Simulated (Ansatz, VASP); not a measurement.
**Al2O3 in VASP and in Ansatz**

```
Al O
1.0
     3.11507    0.00000    0.00000
    -1.55754    2.69773    0.00000
     0.00000    0.00000   10.08369
Al O
2 3
Direct
  0.00000 0.00000 0.14999
  0.00000 0.00000 0.85001
  0.33333 0.66667 0.22232
  0.66667 0.33333 0.00000
  0.33333 0.66667 0.77768
```

Change from the starting cell: strain +0.080 along x and y, +0.080 along z, atoms carried along.

Alike in both runs: task single point; functional LDA; k mesh 9 × 9 × 4; occupations gaussian, width 0.05 eV; no spin polarisation.

```csv
,VASP,Ansatz
version,VASP 6.6.1,Ansatz 0.2.0
potentials or method,"VASP PAW LDA potentials, release 64 (Al, O), cutoff 520 eV","scalar-relativistic, plane waves, PAW"
valence electrons in the cell,24,24
```

```csv
,VASP,Ansatz,Ansatz less VASP
gap on the k mesh at the Fermi level (eV),2.92,2.94,+0.015
least direct gap on the mesh (eV),3.07,3.09,+0.013
pressure (GPa),-24.8,-25.0,-0.20
"traceless stress, the component that is largest in VASP (GPa)",7.93,8.13,+0.201
rms of the force components (eV/Å),0.850,0.853,+0.0028
```

LDA's correlation is that of Perdew and Zunger in VASP and of Perdew and Wang (1992) in Ansatz. Atom by atom the forces differ by 0.004 eV/Å (rms over components).
